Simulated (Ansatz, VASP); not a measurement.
# Two plane-wave programs on In

```
In
1.0
     3.34671    0.00000    0.00000
    -1.67335    2.89833    0.00000
     0.00000    0.00000   10.84144
In
4
Cartesian
  3.3467 0.0000 10.8414
  3.3467 0.0000 5.4207
  0.0000 1.9322 2.7104
  1.6734 0.9661 8.1311
```

Alike in both runs: task single point; functional r2SCAN; k mesh 12 × 12 × 4; occupations fermi-dirac, width 0.1 eV; no spin polarisation.

|  | VASP | Ansatz |
| --- | --- | --- |
| version | VASP 6.6.1 | Ansatz 0.2.0 |
| potentials or method | VASP PAW PBE potentials, release 64 (In_d), cutoff 520 eV | plane waves (500 eV) with PAW, scalar-relativistic |
| valence electrons in the cell | 52 | 52 |

Ansatz gave:

```
pressure (GPa)                                                : 0.0
traceless stress, the component that is largest in VASP (GPa) : 0.10
```

**Question.** Which values does VASP return?

**Answer.** Pressure (GPa): -0.2; traceless stress, the component that is largest in VASP (GPa): 0.11.

VASP's potentials were made for PBE, not for r2SCAN.
